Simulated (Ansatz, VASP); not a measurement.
One calculation of MoSe, two programs

```
CELL_PARAMETERS angstrom
3.27810 0.00000 0.00000
0.00000 3.27810 0.00000
0.00000 0.00000 3.27810
ATOMIC_POSITIONS crystal
Mo 0.00000 0.00000 0.00000
Se 0.50000 0.50000 0.50000
```

Alike in both runs: task single point; functional r2SCAN; k mesh 12 × 12 × 12; occupations gaussian, width 0.1 eV; collinear spin; Hubbard terms Mo d U = 4.38 eV.

```csv
,VASP,Ansatz
version,VASP 6.6.1,Ansatz 0.2.0
potentials or method,"VASP PAW PBE potentials, release 64 (Mo_sv, Se), cutoff 520 eV","scalar-relativistic, plane waves, PAW"
valence electrons in the cell,20,30
```

|  | VASP | Ansatz | Ansatz less VASP |
| --- | --- | --- | --- |
| gap on the k mesh at the Fermi level (eV) | none | none | - |
| pressure (GPa) | -0.6 | 26.8 | +27.43 |
| net moment per atom (μB) | 1.02 | 2.00 | +0.978 |
| size of the moment on the site where the two differ most (μB) | 2.15 | 3.46 | +1.309 |

The net moments are unlike, so the other rows may belong to different states. VASP's potentials were made for PBE, not for r2SCAN. Site moments also hang on the region over which each program counts them. The programs project onto different local orbitals, so the same U acts differently, and such runs can settle in different states. A gap of «none» marks a metal or a gap that the smearing closes. VASP's potentials hold 20 valence electrons a cell and Ansatz's 30, so a difference there can come from the potentials and not from the codes. Ansatz's warnings: filled band counts differ across k points, stability check not made.
